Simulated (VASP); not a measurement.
A run of VASP 6.6.1 is set up as follows.

INCAR

```
SYSTEM = Te2Mo
ALGO = Fast
EDIFF = 1E-6
EDIFFG = -0.008
ENCUT = 600
GGA = PE
IBRION = 2
ISIF = 3
ISMEAR = 0
LASPH = .TRUE.
LCHARG = .FALSE.
LREAL = .FALSE.
LWAVE = .FALSE.
NELM = 100
NSW = 70
PREC = Accurate
PSTRESS = 400.0
SIGMA = 0.1
```

Contents of KPOINTS:

```
k-points
0
G
  12 12 4
  0 0 0
```

Contents of POSCAR:

```
Te2Mo
1.0
    3.2340106380      0.0000000000      0.0000000000
   -1.6170053190      2.8007353686      0.0000000000
    0.0000000000      0.0000000000     12.3871305695
Te Mo
4 2
Direct
    0.3333333333      0.6666666667      0.6056635155
    0.6666666667      0.3333333333      0.1056635155
    0.6666666667      0.3333333333      0.3943364845
    0.3333333333      0.6666666667      0.8943364845
    0.3333333333      0.6666666667      0.2500000000
    0.6666666667      0.3333333333      0.7500000000
```

Potentials or basis: VASP PAW PBE potentials, release 64 (Te, Mo_sv).

Launch:

```console
$ cat potpaw_PBE.64/Te/POTCAR potpaw_PBE.64/Mo_sv/POTCAR > POTCAR
$ mpirun -np 1 vasp_std > vasp.out
```

**Question.** Predict the band gap on the k mesh.

**Answer.** Zero (bands 26 and 27 overlap by 1.01 eV).

**Question.** Estimate the relaxed volume.

**Answer.** 18.13 Å³/atom.

**Question.** Predict the relaxed cell.

**Answer.** a = 3.186 Å, b = 3.186 Å, c = 12.372 Å, α = 90.00°, β = 90.00°, γ = 120.00°.

Final structure:
```
Te Mo
1.0
     3.18585    0.00000    0.00000
    -1.59293    2.75903    0.00000
     0.00000    0.00000   12.37246
Te Mo
4 2
Direct
  0.33333 0.66667 0.60075
  0.66667 0.33333 0.10075
  0.66667 0.33333 0.39925
  0.33333 0.66667 0.89925
  0.33333 0.66667 0.25000
  0.66667 0.33333 0.75000
```

Caveat: the cell is relaxed towards a set pressure, so the run minimises the enthalpy, not the energy; spin-orbit coupling is left out, which moves the levels of the heavy elements.
